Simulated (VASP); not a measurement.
**Rh: single point with r2SCAN**

Rh:

```
CELL_PARAMETERS angstrom
2.74158 0.00000 0.00000
-1.37079 2.37428 0.00000
0.00000 0.00000 8.94955
ATOMIC_POSITIONS crystal
Rh 0.00000 0.00000 0.00000
Rh 0.33333 0.66667 0.25000
Rh 0.00000 0.00000 0.50000
Rh 0.66667 0.33333 0.75000
```

This cell differs from its parent crystal: volume scaled by 1.06, then relaxed in part.

```yaml
Program: VASP 6.6.1
Task: single point
Functional: r2SCAN
Potentials_or_basis: VASP PAW PBE potentials, release 64 (Rh_pv)
Cutoff: 520 eV
k_mesh: 18 × 18 × 6
Occupations: gaussian, width 0.1 eV
Spin: no spin polarisation
```

```
Pressure               : -13.2 GPa
Band gap on the k mesh : zero (band 30 reaches 11.50 eV, above the bottom of band 31 at 9.61 eV)
```

Stress tensor (GPa, compression positive):
```
-13.14   0.00   0.00
  0.00 -13.14   0.00
  0.00   0.00 -13.26
```

Levels at points of the mesh, in eV from the Fermi level:
| k point | band 26 | band 27 | band 28 | band 29 | band 30 | band 31 | band 32 | band 33 | band 34 | band 35 |
| --- | --- | --- | --- | --- | --- | --- | --- | --- | --- | --- |
| (0.00, 0.00, 0.00) | -2.49 | -2.49 | -1.41 | -1.41 | -0.84 | -0.84 | -0.36 | -0.36 | 0.38 | 0.38 |
| (0.50, 0.00, 0.00) | 0.45 | 0.50 | 0.55 | 0.60 | 0.77 | 0.78 | 0.82 | 1.44 | 2.45 | 4.31 |
| (0.00, 0.00, 0.50) | -2.71 | -1.12 | -1.12 | -1.12 | -1.12 | -0.94 | -0.94 | 0.05 | 0.05 | 0.05 |
| (0.50, 0.00, 0.50) | -0.91 | -0.13 | -0.13 | 0.53 | 0.53 | 0.75 | 0.75 | 2.90 | 2.90 | 4.30 |

Wall time 31 min on 1 thread of AMD EPYC 7R43 64-Core Processor (Zen 3), on a shared host, peak memory 0.3 GiB.

Caveat: the PAW data sets were made with another functional, which shifts forces and pressure a little.
